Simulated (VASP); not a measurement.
A run of VASP 6.6.1 is set up as follows.

Contents of INCAR:

```
PREC = Accurate ; ENCUT = 600
EDIFF = 1E-7 ; ISMEAR = -1
SIGMA = 0.05 ; LREAL = F
LASPH = T ; NELM = 200
ALGO = Normal ; ISIF = 3
LWAVE = F ; LCHARG = F
LMAXMIX = 4 ; LDAU = T
LDAUTYPE = 2 ; LDAUL = 2 -1
LDAUU = 5 0 ; LDAUJ = 0 0
LDAUPRINT = 1 ; GGA = PE
IBRION = 2 ; NSW = 60
EDIFFG = -0.01 ; GGA_COMPAT = F
NELMIN = 4
```

Contents of KPOINTS:

```
regular mesh
0
Gamma
  7 7 7
```

POSCAR

```
TaF3
1.0
    3.9012000000      0.0000000000      0.0000000000
    0.0000000000      3.9012000000      0.0000000000
    0.0000000000      0.0000000000      3.9012000000
Ta F
1 3
Direct
    0.0000000000      0.0000000000      0.0000000000
    0.0000000000      0.0000000000      0.5000000000
    0.0000000000      0.5000000000      0.0000000000
    0.5000000000      0.0000000000      0.0000000000
```

Potentials or basis: VASP PAW PBE potentials, release 64 (Ta_sv_GW, F).

Run with:

```sh
$ cat potpaw_PBE.64/Ta_sv_GW/POTCAR potpaw_PBE.64/F/POTCAR > POTCAR
$ mpirun -np 1 vasp_std > vasp.out
```

(1) What does it give for the space group after relaxing (to 0.05 Å)?

(2) What does it give for the relaxed cell?

(3) What does it give for the relaxed volume?

Answers

(1) Pm-3m (No. 221).

(2) a = 4.178 Å, b = 4.178 Å, c = 4.178 Å, α = 90.00°, β = 90.00°, γ = 90.00°.

(3) 18.23 Å³/atom.

Caveat: the electronic state changed during the relaxation; the volume moved by over 15 % at a fixed basis, so the end points are rough; the volume moved by +23 % from the deposited cell, more than functionals usually miss; U without spin polarisation on a metal has little footing.
